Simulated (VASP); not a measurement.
# MnS in VASP: a series of runs, part 2 of 2

VASP 6.6.1. Earlier steps stand in the parts before.

**4. Single point, PBE, collinear spin, ferromagnetic start**

INCAR reads:

```
  ALGO = Normal
  EDIFF = 1E-6
  ENCUT = 520
  GGA = PE
  ISIF = 2
  ISMEAR = -1
  ISPIN = 2
  LASPH = True
  LCHARG = False
  LMAXMIX = 4
  LORBIT = 11
  LREAL = False
  LWAVE = False
  MAGMOM = 2.8 0
  NBANDS = 20
  NELM = 150
  PREC = Accurate
  SIGMA = 0.1
```

KPOINTS reads:

```
k-points
0
Gamma
  11 11 11
```

POSCAR reads:

```
MnS
1.0
    0.0000000000      2.6045000000      2.6045000000
    2.6045000000      0.0000000000      2.6045000000
    2.6045000000      2.6045000000      0.0000000000
Mn S
1 1
Direct
    0.0019197543     -0.0019197543     -0.0019197543
    0.5000000000      0.5000000000      0.5000000000
```

Potentials or basis: VASP PAW PBE potentials, release 64 (Mn_pv, S).

On the command line:

```
$ cat potpaw_PBE.64/Mn_pv/POTCAR potpaw_PBE.64/S/POTCAR > POTCAR
$ mpirun -np 1 vasp_std > vasp.out
```

OUTCAR:

```text
EDIFF = 1E-6
   ENCUT = 520
   GGA = PE
   ISIF = 2
   ISMEAR = -1
   ISPIN = 2
   LASPH = True
   LORBIT = 11
   LREAL = False
   NELM = 150
   PREC = Accurate

 ion  position               nearest neighbor table
   1  0.002  0.998  0.998-   2 2.59   2 2.60   2 2.60   2 2.60   2 2.60   2 2.61
   2  0.500  0.500  0.500-   1 2.59   1 2.60   1 2.60   1 2.60   1 2.60   1 2.61

  LATTYP: Found a face centered cubic cell.
 ALAT       =     5.2090000000

  Lattice vectors:

 A1 = (   0.0000000000,   2.6045000000,   2.6045000000)
 A2 = (   2.6045000000,   0.0000000000,   2.6045000000)
 A3 = (   2.6045000000,   2.6045000000,   0.0000000000)

Analysis of symmetry for initial positions (statically):
=====================================================================
 Subroutine PRICEL returns:
 Original cell was already a primitive cell.

 Routine SETGRP: Setting up the symmetry group for a
 face centered cubic supercell.

 Subroutine GETGRP returns: Found  8 space group operations
 (whereof  8 operations were pure point group operations)
 out of a pool of 48 trial point group operations.

The static configuration has the point symmetry C_4v.

Analysis of symmetry for dynamics (positions and initial velocities):
=====================================================================
 Subroutine PRICEL returns:
 Original cell was already a primitive cell.

 Routine SETGRP: Setting up the symmetry group for a
 face centered cubic supercell.

 Subroutine GETGRP returns: Found  8 space group operations
 (whereof  8 operations were pure point group operations)
 out of a pool of 48 trial point group operations.

The dynamic configuration has the point symmetry C_4v.

Analysis of structural, dynamic, and magnetic symmetry:
=====================================================================
 Subroutine PRICEL returns:
 Original cell was already a primitive cell.

 Routine SETGRP: Setting up the symmetry group for a
 face centered cubic supercell.

[... 139 lines left out ...]
   NGX = 13   NGY = 13   NGZ = 13

 number of electron      18.9999991 magnetization       4.6839679

 Free energy of the ion-electron system (eV)
  ---------------------------------------------------
  ext. energy  EPLUGINS =         0.00000000
  ---------------------------------------------------
  free energy    TOTEN  =       -14.07853997 eV

  energy without entropy =      -14.04762574  energy(sigma->0) =      -14.06308286

 E-fermi :   6.6548     XC(G=0): -10.6429

 val. band max:        6.6512634439   @ k =   0.4545   0.0909   0.0000
 cond. band min:       6.6663187199   @ k =   0.3636   0.2727   0.0909
 fundamental gap:      0.0150552760
 Fermi energy:         6.6548152318

 spin component 1

 k-point     1 :       0.0000    0.0000    0.0000
  band No.  band energies     occupation
      1     -44.0415      1.00000
      2     -44.0415      1.00000
      3     -44.0415      1.00000
      4      -7.9417      1.00000
      5       3.2716      1.00000
      6       3.2716      1.00000
[... 541 lines left out ...]
     19      18.7823      0.00000
     20      21.6011      0.00000

 [... further k-points ...]

 spin component 2

 k-point     1 :       0.0000    0.0000    0.0000
  band No.  band energies     occupation
      1     -39.5307      1.00000
      2     -39.5307      1.00000
      3     -39.5307      1.00000
      4      -7.6551      1.00000
      5       4.9714      1.00000
      6       4.9721      1.00000
[... 541 lines left out ...]
     19      19.8375      0.00000
     20      22.4262      0.00000

 [... further k-points ...]
[... 5 lines left out ...]
  --------------------------------------------------------------------------------------
  -------------------------------------------------------------------------------------
  Total       -0.6977666     -0.7001189     -0.7001189     -0.0000000      0.0000000      0.0000000
  in kB      -31.6386284    -31.7452882    -31.7452882     -0.0000000      0.0000000      0.0000000
  external PRESSURE =     -31.7097349 kB  Pullay stress =       0.0000000 kB

 VOLUME and BASIS-vectors are now :
 -----------------------------------------------------------------------------
  energy-cutoff  :      520.00
  volume of cell :       35.33
      direct lattice vectors                 reciprocal lattice vectors
     0.000000000  2.604500000  2.604500000    -0.191975427  0.191975427  0.191975427
     2.604500000  0.000000000  2.604500000     0.191975427 -0.191975427  0.191975427
     2.604500000  2.604500000  0.000000000     0.191975427  0.191975427 -0.191975427

 POSITION                                       TOTAL-FORCE (eV/Angst)
 -----------------------------------------------------------------------------------
      5.19900      2.60450      2.60450         0.023906      0.000000      0.000000
      2.60450      2.60450      2.60450        -0.023906      0.000000      0.000000
 -----------------------------------------------------------------------------------
    total drift:                               -0.000761      0.000000      0.000000

  FREE ENERGIE OF THE ION-ELECTRON SYSTEM (eV)
  ---------------------------------------------------
  free  energy   TOTEN  =       -14.0785399739 eV

  energy  without entropy=      -14.0476257409  energy(sigma->0) =      -14.06308286

 total charge

# of ion       s       p       d       tot
------------------------------------------
    1        0.215   6.162   4.931  11.307
    2        1.327   2.399   0.000   3.726
--------------------------------------------------
tot          1.542   8.561   4.931  15.033

 magnetization (x)

# of ion       s       p       d       tot
------------------------------------------
    1        0.051   0.038   4.150   4.239
    2        0.026   0.075   0.000   0.101
--------------------------------------------------
tot          0.077   0.114   4.150   4.341
```

OSZICAR:

```text
N       E                     dE             d eps       ncg     rms          rms(c)
DAV:   1     0.154631476618E+03    0.15463E+03   -0.10022E+04 10104   0.980E+02
DAV:   2    -0.668191437330E+01   -0.16131E+03   -0.15220E+03 10548   0.285E+02
DAV:   3    -0.147514536494E+02   -0.80695E+01   -0.79540E+01 11724   0.686E+01
DAV:   4    -0.148524622950E+02   -0.10101E+00   -0.10092E+00 11348   0.784E+00
DAV:   5    -0.148539159708E+02   -0.14537E-02   -0.14536E-02 11416   0.993E-01    0.130E+01
DAV:   6    -0.143528710817E+02    0.50104E+00   -0.76712E+00 11240   0.312E+01    0.126E+01
DAV:   7    -0.140712712124E+02    0.28160E+00   -0.11558E+00 11072   0.154E+01    0.653E+00
DAV:   8    -0.140845035884E+02   -0.13232E-01   -0.52022E-02 11212   0.198E+00    0.369E+00
DAV:   9    -0.140729727621E+02    0.11531E-01   -0.37553E-02 11032   0.164E+00    0.973E-01
DAV:  10    -0.140779396348E+02   -0.49669E-02   -0.89643E-03 10876   0.833E-01    0.373E-01
DAV:  11    -0.140784513744E+02   -0.51174E-03   -0.12461E-03 11056   0.307E-01    0.141E-01
DAV:  12    -0.140784923282E+02   -0.40954E-04   -0.24804E-04 11228   0.124E-01    0.896E-02
DAV:  13    -0.140785264726E+02   -0.34144E-04   -0.27504E-05 10852   0.554E-02    0.496E-02
DAV:  14    -0.140785393662E+02   -0.12894E-04   -0.98195E-06 10712   0.242E-02    0.135E-02
DAV:  15    -0.140785399739E+02   -0.60766E-06   -0.12043E-06 10120   0.915E-03
   1 F= -.14078540E+02 E0= -.14063083E+02  d E =-.309142E-01  mag=     4.6836
```

Wall time 84 s (1 thread of Intel Xeon 6975P-C (Granite Rapids), shared host); peak memory 0.26 GiB.

Results:

```
Free energy                                           : -14.0785 eV
Pressure                                              : -3.2 GPa
Largest force                                         : 0.024 eV/Å
Net moment                                            : 4.68 μB per cell
Site moments                                          : Mn +4.24; S +0.10 μB
Valence electrons inside the program's atomic spheres : Mn 11.31; S 3.73
```

Forces on the atoms (eV/Å):
```
Mn   0.024  0.000  0.000
S   -0.024  0.000  0.000
```

Caveat: a cell with one magnetic atom can't hold antiferromagnetic order, which such compounds often take; semilocal functionals often make such compounds metallic where correlation or magnetic order opens a gap, which also shifts bond lengths. With open d or f shells a metallic result of PBE can be an artefact of self-interaction; +U or a hybrid may open a gap.

**5. Single point, PBE, collinear spin, ferromagnetic start**

INCAR reads:

```
SYSTEM = MnS
PREC = Accurate
ENCUT = 520
EDIFF = 1E-6
ISMEAR = -1
SIGMA = 0.1
LREAL = .False.
LASPH = .True.
NELM = 150
ALGO = Normal
ISIF = 2
LWAVE = .False.
LCHARG = .False.
ISPIN = 2
MAGMOM = 2.8 0
LORBIT = 11
LMAXMIX = 4
GGA = PE
NBANDS = 20
```

KPOINTS reads:

```
regular mesh
0
Gamma
  11 11 11
  0 0 0
```

Changes to POSCAR since step 4:

```diff
@@ -8,3 +8,3 @@
 Direct
-    0.0019197543     -0.0019197543     -0.0019197543
+   -0.0019197543      0.0019197543      0.0019197543
     0.5000000000      0.5000000000      0.5000000000
```

On the command line:

```
$ cat potpaw_PBE.64/Mn_pv/POTCAR potpaw_PBE.64/S/POTCAR > POTCAR
$ mpirun -np 1 vasp_std > vasp.out
```

Wall time 92 s (1 thread of Intel Xeon 6975P-C (Granite Rapids), shared host); peak memory 0.26 GiB.

Results (log left out):

* Free energy: -14.0785 eV
* Pressure: -3.2 GPa
* Largest force: 0.024 eV/Å
* Net moment: 4.68 μB per cell
* Site moments: Mn +4.24; S +0.10 μB
* Valence electrons inside the program's atomic spheres: Mn 11.31; S 3.73

Forces in eV/Å, atoms in the order of the input:
```
Mn  -0.024  0.000  0.000
S    0.024  0.000  0.000
```

Levels at points of the mesh, in eV from the Fermi level:
Spin up:
```csv
k point,band 10,band 11,band 12,band 13,band 14,band 15
"(0.00, 0.00, 0.00)",-1.89,-1.89,-1.89,1.70,8.58,8.58
```
Spin down:
```
           k point  band 5  band 6  band 7  band 8  band 9  band 10
(0.00, 0.00, 0.00)   -1.68   -1.68   -1.68    0.29    0.29     0.29
```

Caveat: a cell with one magnetic atom can't hold antiferromagnetic order, which such compounds often take; semilocal functionals often make such compounds metallic where correlation or magnetic order opens a gap, which also shifts bond lengths. With open d or f shells a metallic result of PBE can be an artefact of self-interaction; +U or a hybrid may open a gap.

**6. Single point, PBE, collinear spin, ferromagnetic start**

INCAR reads:

```
ALGO = Normal ; EDIFF = 1E-7
ENCUT = 520 ; GGA = PE
ISIF = 2 ; ISMEAR = -1
ISPIN = 2 ; LASPH = True
LCHARG = False ; LMAXMIX = 4
LORBIT = 11 ; LREAL = False
LWAVE = False ; MAGMOM = 2.8 0
NBANDS = 20 ; NELM = 150
PREC = Accurate ; SIGMA = 0.1
```

KPOINTS reads:

```
k-points
0
Gamma
  11 11 11
```

Changes to POSCAR since step 5:

```diff
@@ -8,3 +8,3 @@
 Direct
-   -0.0019197543      0.0019197543      0.0019197543
+   -0.0038395085      0.0038395085      0.0038395085
     0.5000000000      0.5000000000      0.5000000000
```

Potentials or basis: VASP PAW PBE potentials, release 64 (Mn_pv, S).

On the command line:

```
$ cat potpaw_PBE.64/Mn_pv/POTCAR potpaw_PBE.64/S/POTCAR > POTCAR
$ mpirun -np 1 vasp_std > vasp.out
```

Run time: 86 s. Hardware: 1 thread of Intel Xeon 6975P-C (Granite Rapids), shared host; peak memory 0.26 GiB.

Results (log left out):

| Property | Result |
| --- | --- |
| Free energy | -14.0782 eV |
| Pressure | -3.1 GPa |
| Largest force | 0.048 eV/Å |
| Net moment | 4.68 μB per cell |
| Site moments | Mn +4.24; S +0.10 μB |
| Valence electrons inside the program's atomic spheres | Mn 11.31; S 3.73 |

Forces in eV/Å, atoms in the order of the input:
```
Mn  -0.048  0.000  0.000
S    0.048  0.000  0.000
```

Levels at points of the mesh, in eV from the Fermi level:
Spin up:
| k point | band 10 | band 11 | band 12 | band 13 | band 14 | band 15 |
| --- | --- | --- | --- | --- | --- | --- |
| (0.00, 0.00, 0.00) | -1.89 | -1.89 | -1.89 | 1.70 | 8.58 | 8.58 |
Spin down:
| k point | band 3 | band 4 | band 5 | band 6 | band 7 | band 8 | band 9 | band 10 | band 11 | band 12 |
| --- | --- | --- | --- | --- | --- | --- | --- | --- | --- | --- |
| (0.00, 0.00, 0.00) | -46.19 | -14.31 | -1.69 | -1.68 | -1.68 | 0.29 | 0.29 | 0.29 | 0.34 | 0.34 |

Caveat: a cell with one magnetic atom can't hold antiferromagnetic order, which such compounds often take; semilocal functionals often make such compounds metallic where correlation or magnetic order opens a gap, which also shifts bond lengths. With open d or f shells a metallic result of PBE can be an artefact of self-interaction; +U or a hybrid may open a gap.
